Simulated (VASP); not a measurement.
# Pd (P6/mmm) in VASP: single point with PBE

Aim: the single point of Pd with PBE.

All numbers are computed with VASP 6.6.1; they aren't measurements. Logs are shortened: lines on timing, memory, paths and dates and some standing lists are left out, and cuts for length are marked.

## 1. The cell of the first run

The structure is hexagonal, space group P6/mmm (No. 191). The conventional cell has a = 3.997 Å, b = 3.997 Å, c = 2.373 Å, α = 90.00°, β = 90.00°, γ = 120.00°. Pd (site symmetry 6/mmm) has 14 Pd at 2.37 to 2.59 Å within 3.1 Å. Within 3.0 Å of Pd (site symmetry -6m2) lie 11 Pd at 2.31 to 2.59 Å.

This isn't the form of Pd at room conditions, which is fcc.

## 2. Single point, PBE

INCAR

```
PREC     = Accurate       # precision mode
ENCUT    = 630            # plane-wave cutoff, eV
EDIFF    = 1E-6           # SCF threshold, eV
ISMEAR   = -1             # smearing method
SIGMA    = 0.05           # smearing width, eV
LREAL    = F              # projectors in reciprocal space
LASPH    = T              # aspherical terms in the spheres
NELM     = 120            # most SCF steps
ALGO     = Normal         # electronic algorithm
ISIF     = 2              # what is computed and relaxed
LWAVE    = F              # write WAVECAR
LCHARG   = F              # write CHGCAR
GGA      = PE             # functional
NBANDS   = 34             # bands
GGA_COMPAT= F
```

KPOINTS

```
Automatic mesh
0
Gamma
  9 9 13
```

POSCAR

```
Pd
1.0
    3.9967740026      0.0000000000      0.0000000000
   -1.9983870013      3.4613078195      0.0000000000
    0.0000000000      0.0000000000      2.3728982332
Pd
3
Direct
    0.0000000000      0.0000000000      0.0000000000
    0.3333333333      0.6666666667      0.5000000000
    0.6666666667      0.3333333333      0.5000000000
```

Potentials or basis: VASP PAW PBE potentials, release 64 (Pd_sv_GW).

Started as:

```bash
> cat potpaw_PBE.64/Pd_sv_GW/POTCAR > POTCAR
> mpirun -np 1 vasp_std > vasp.out
```

OUTCAR:

```text
PREC = Accurate
   ENCUT = 630
   EDIFF = 1E-6
   ISMEAR = -1
   LREAL = F
   LASPH = T
   NELM = 120
   ISIF = 2
   GGA = PE

 ion  position               nearest neighbor table
   1  0.000  0.000  0.000-   2 2.59   3 2.59   2 2.59   3 2.59   3 2.59   3 2.59   2 2.59   2 2.59
                             3 2.59   3 2.59   2 2.59   2 2.59
   2  0.333  0.667  0.500-   3 2.31   3 2.31   3 2.31   1 2.59   1 2.59   1 2.59   1 2.59   1 2.59
                             1 2.59
   3  0.667  0.333  0.500-   2 2.31   2 2.31   2 2.31   1 2.59   1 2.59   1 2.59   1 2.59   1 2.59
                             1 2.59

  LATTYP: Found a hexagonal cell.
 ALAT       =     3.9967740026
 C/A-ratio  =     0.5937033797

  Lattice vectors:

 A1 = (   3.9967740026,   0.0000000000,   0.0000000000)
 A2 = (  -1.9983870013,   3.4613078195,   0.0000000000)
 A3 = (   0.0000000000,   0.0000000000,   2.3728982332)

Analysis of symmetry for initial positions (statically):
=====================================================================
 Subroutine PRICEL returns:
 Original cell was already a primitive cell.

 Routine SETGRP: Setting up the symmetry group for a
 hexagonal supercell.

 Subroutine GETGRP returns: Found 24 space group operations
 (whereof 24 operations were pure point group operations)
 out of a pool of 24 trial point group operations.

The static configuration has the point symmetry D_6h.

Analysis of symmetry for dynamics (positions and initial velocities):
=====================================================================
 Subroutine PRICEL returns:
 Original cell was already a primitive cell.

 Routine SETGRP: Setting up the symmetry group for a
 hexagonal supercell.

 Subroutine GETGRP returns: Found 24 space group operations
 (whereof 24 operations were pure point group operations)
 out of a pool of 24 trial point group operations.

The dynamic configuration has the point symmetry D_6h.

 Subroutine INISYM returns: Found 24 space group operations
 (whereof 24 operations are pure point group operations),
 and found     1 'primitive' translations

----------------------------------------------------------------------------------------

                                     Primitive cell

  volume of cell :      32.8268

  direct lattice vectors                    reciprocal lattice vectors
     3.996774003  0.000000000  0.000000000     0.250201788  0.144454069  0.000000000
    -1.998387001  3.461307819  0.000000000     0.000000000  0.288908139  0.000000000
     0.000000000  0.000000000  2.372898233     0.000000000  0.000000000  0.421425574

  length of vectors
     3.996774003  3.996774003  2.372898233     0.288908139  0.288908139  0.421425574

  position of ions in fractional coordinates (direct lattice)
     0.000000000  0.000000000  0.000000000
     0.333333333  0.666666667  0.500000000
     0.666666667  0.333333333  0.500000000

  ion indices of the primitive-cell ions
   primitive index   ion index
                 1           1
                 2           2
                 3           3

----------------------------------------------------------------------------------------

 KPOINTS: Automatic mesh

Automatic generation of k-mesh.
 Grid dimensions read from file:
 generate k-points for:    9    9   13

 Generating k-lattice:

  Cartesian coordinates                     Fractional coordinates (reciprocal lattice)
     0.027800199  0.016050452  0.000000000     0.111111111 -0.000000000  0.000000000
     0.000000000  0.032100904  0.000000000     0.000000000  0.111111111  0.000000000
     0.000000000  0.000000000  0.032417352     0.000000000  0.000000000  0.076923077

  Length of vectors
     0.032100904  0.032100904  0.032417352

  Shift w.r.t. Gamma in fractional coordinates (k-lattice)
     0.000000000  0.000000000  0.000000000

 Subroutine IBZKPT returns following result:
 ===========================================

 Found     84 irreducible k-points:

 Following reciprocal coordinates:
            Coordinates               Weight
  0.000000  0.000000  0.000000      1.000000
  0.111111  0.000000  0.000000      6.000000
  0.222222  0.000000  0.000000      6.000000
  0.333333  0.000000  0.000000      6.000000
  0.444444  0.000000  0.000000      6.000000
  0.111111  0.111111  0.000000      6.000000
[... 16 lines left out ...]
  0.333333  0.222222  0.076923     24.000000
  0.333333  0.333333  0.076923      4.000000
 [... further k-points ...]
   k-points           NKPTS =     84   k-points in BZ     NKDIM =     84   number of bands    NBANDS=     34
   number of dos      NEDOS =    301   number of ions     NIONS =      3
   total plane-waves  NPLWV =  25920
   dimension x,y,z NGX =    36 NGY =   36 NGZ =   20
   dimension x,y,z NGXF=    72 NGYF=   72 NGZF=   40
   ions per type =               3
   NGX,Y,Z   is equivalent  to a cutoff of  14.97, 14.97, 14.01 a.u.
   NGXF,Y,Z  is equivalent  to a cutoff of  29.95, 29.95, 28.02 a.u.
 SYSTEM =  unknown system
   PREC   = accura    normal or accurate (medium, high low for compatibility)
   ISTART =      0    job   : 0-new  1-cont  2-samecut
   ICHARG =      2    charge: 1-file 2-atom 10-const
   ISPIN  =      1    spin polarized calculation?
   LNONCOLLINEAR =      F non collinear calculations
   LSORBIT =      F    spin-orbit coupling
   LASPH  =      T    aspherical Exc in radial PAW
   ENCUT  =  630.0 eV  46.30 Ry    6.80 a.u.   8.18  8.18  4.86*2*pi/ulx,y,z
   NELM   =    120;   NELMIN=  2; NELMDL= -5     # of ELM steps
   EDIFF  = 0.1E-05   stopping-criterion for ELM
   LREAL  =      F    real-space projection
   EDIFFG = 0.1E-04   stopping-criterion for IOM
   NSW    =      0    number of steps for IOM
   IBRION =     -1    ionic relax: 0-MD 1-quasi-New 2-CG
   NFREE  =      0    steps in history (QN), initial steepest desc. (CG)
   ISIF   =      2    stress and relaxation
   ISYM   =      2    0-nonsym 1-usesym 2-fastsym
   POTIM  = 0.5000    time-step for ionic-motion
   TEBEG  =    0.0;   TEEND  =   0.0 temperature during run
   PSTRESS=    0.0 pullay stress
   NELECT =      54.0000    total number of electrons
   NUPDOWN=      -1.0000    fix difference up-down
   EMIN   =  10.00;   EMAX   =-10.00  energy-range for DOS
   EFERMI =   0.00;   METHOD = LEGACY
   ISMEAR =    -1;   SIGMA  =   0.05  broadening in eV -4-tet -1-fermi 0-gaus
   EFERMI_NEDOS =   21; number of points for ismear=-14 and -15
   IALGO  =     38    algorithm
   IMIX   =      4    mixing-type and parameters
     AMIX     =   0.40;   BMIX     =  1.00
     AMIX_MAG =   1.60;   BMIX_MAG =  1.00
  volume/ion in A,a.u.               =      10.94        73.84
  Fermi-wavevector in a.u.,A,eV,Ry     =   1.932546  3.651982 50.814126  3.734733
  Thomas-Fermi vector in A             =   2.964277
   LORBIT       =      0    0 simple, 1 ext, 2 COOP (PROOUT), +10 PAW based schemes
   GGA     = PE    functional components
   LHFCALC =     F    Hartree Fock is set to
   AEXX    =    0.0000 exact exchange contribution
   IVDW    =     0    specifies the selected vdW correction
   LEPSILON=     F    determine dielectric tensor
   LRPA    =     F    only Hartree local field effects (RPA)
 non-spin polarized calculation
  energy-cutoff  :      630.00
  volume of cell :       32.83
 maximum number of plane-waves:      1194
 NGX is ok and might be reduce to    36
   NGX = 17   NGY = 17   NGZ =  9

 number of electron      54.0000000 magnetization

 Free energy of the ion-electron system (eV)
  ---------------------------------------------------
  ext. energy  EPLUGINS =         0.00000000
  ---------------------------------------------------
  free energy    TOTEN  =        -6.39003748 eV

  energy without entropy =       -6.35201284  energy(sigma->0) =       -6.37102516

 E-fermi :  13.9210     XC(G=0): -15.5365

 val. band max:       13.9209442895   @ k =   0.4444   0.0000   0.3077
 cond. band min:      13.9311676302   @ k =   0.2222   0.2222   0.4615
 fundamental gap:      0.0102233407
 Fermi energy:        13.9210451273

 k-point     1 :       0.0000    0.0000    0.0000
  band No.  band energies     occupation
      1     -71.4756      2.00000
      2     -71.2052      2.00000
      3     -71.0379      2.00000
      4     -37.5697      2.00000
      5     -37.5697      2.00000
      6     -37.0706      2.00000
[... 26 lines left out ...]
     33      24.5846      0.00000
     34      24.9026      0.00000

 k-point     2 :       0.1111    0.0000    0.0000
  band No.  band energies     occupation
      1     -71.4675      2.00000
      2     -71.2121      2.00000
      3     -71.0395      2.00000
      4     -37.6006      2.00000
      5     -37.5728      2.00000
      6     -37.0288      2.00000
[... 26 lines left out ...]
     33      25.4727      0.00000
     34      26.1663      0.00000

 k-point     3 :       0.2222    0.0000    0.0000
  band No.  band energies     occupation
      1     -71.4445      2.00000
      2     -71.2315      2.00000
      3     -71.0437      2.00000
      4     -37.6652      2.00000
      5     -37.5555      2.00000
      6     -36.9323      2.00000
[... 26 lines left out ...]
     33      27.4399      0.00000
     34      28.1620      0.00000

 k-point     4 :       0.3333    0.0000    0.0000
  band No.  band energies     occupation
      1     -71.4117      2.00000
      2     -71.2600      2.00000
      3     -71.0488      2.00000
      4     -37.7245      2.00000
      5     -37.4876      2.00000
      6     -36.8738      2.00000
[... 26 lines left out ...]
     33      29.0097      0.00000
     34      29.5938      0.00000

 k-point     5 :       0.4444    0.0000    0.0000
  band No.  band energies     occupation
      1     -71.3804      2.00000
      2     -71.2883      2.00000
      3     -71.0522      2.00000
      4     -37.7581      2.00000
      5     -37.3877      2.00000
      6     -37.0150      2.00000
[... 621 lines left out ...]
 k-point    22 :       0.2222    0.2222    0.0769
  band No.  band energies     occupation
      1     -71.3863      2.00000
      2     -71.2688      2.00000
      3     -71.0451      2.00000
      4     -37.6845      2.00000
      5     -37.4830      2.00000
      6     -36.9718      2.00000
[... 26 lines left out ...]
     33      30.5134      0.00000
     34      30.6283      0.00000

 k-point    23 :       0.3333    0.2222    0.0769
  band No.  band energies     occupation
      1     -71.3551      2.00000
      2     -71.2973      2.00000
      3     -71.0481      2.00000
      4     -37.6885      2.00000
      5     -37.3906      2.00000
      6     -37.1375      2.00000
[... 26 lines left out ...]
     33      30.8696      0.00000
     34      31.5593      0.00000

 k-point    24 :       0.3333    0.3333    0.0769
  band No.  band energies     occupation
      1     -71.3256      2.00000
      2     -71.3256      2.00000
      3     -71.0495      2.00000
      4     -37.6709      2.00000
      5     -37.2899      2.00000
      6     -37.2899      2.00000
[... 26 lines left out ...]
     33      29.4632      0.00000
     34      31.6910      0.00000

 [... further k-points ...]

------------------------ aborting loop because EDIFF is reached ----------------------------------------

  FORCE on cell =-STRESS in cart. coord.  units (eV):
  Direction    XX          YY          ZZ          XY          YZ          ZX
  --------------------------------------------------------------------------------------
  -------------------------------------------------------------------------------------
  Total       30.7056271     30.7056271     30.7565725      0.0000000      0.0000000     -0.0000000
  in kB     1498.6479536   1498.6479537   1501.1344432      0.0000000      0.0000000     -0.0000000
  external PRESSURE =    1499.4767835 kB  Pullay stress =       0.0000000 kB

 VOLUME and BASIS-vectors are now :
 -----------------------------------------------------------------------------
  energy-cutoff  :      630.00
  volume of cell :       32.83
      direct lattice vectors                 reciprocal lattice vectors
     3.996774003  0.000000000  0.000000000     0.250201788  0.144454069  0.000000000
    -1.998387001  3.461307819  0.000000000     0.000000000  0.288908139  0.000000000
     0.000000000  0.000000000  2.372898233     0.000000000  0.000000000  0.421425574

 POSITION                                       TOTAL-FORCE (eV/Angst)
 -----------------------------------------------------------------------------------
      0.00000      0.00000      0.00000        -0.000000      0.000000      0.000000
     -0.00000      2.30754      1.18645         0.000000     -0.000000     -0.000000
      1.99839      1.15377      1.18645        -0.000000      0.000000      0.000000
 -----------------------------------------------------------------------------------
    total drift:                                0.000000      0.000000     -0.000000

  FREE ENERGIE OF THE ION-ELECTRON SYSTEM (eV)
  ---------------------------------------------------
  free  energy   TOTEN  =        -6.3900374818 eV

  energy  without entropy=       -6.3520128425  energy(sigma->0) =       -6.37102516
```

It took 76 s on 1 thread of AMD EPYC 9R45 (Zen 5), shared host; peak memory 0.22 GiB.

Results:

* Free energy: -6.3900 eV
* Pressure: 149.9 GPa
* Band gap on the k mesh: zero (bands 27 and 28 overlap by 1.56 eV)

Stress tensor (GPa, compression positive):
```
149.86   0.00   0.00
  0.00 149.86   0.00
  0.00   0.00 150.11
```

Caveat: the cell stands under pressure.
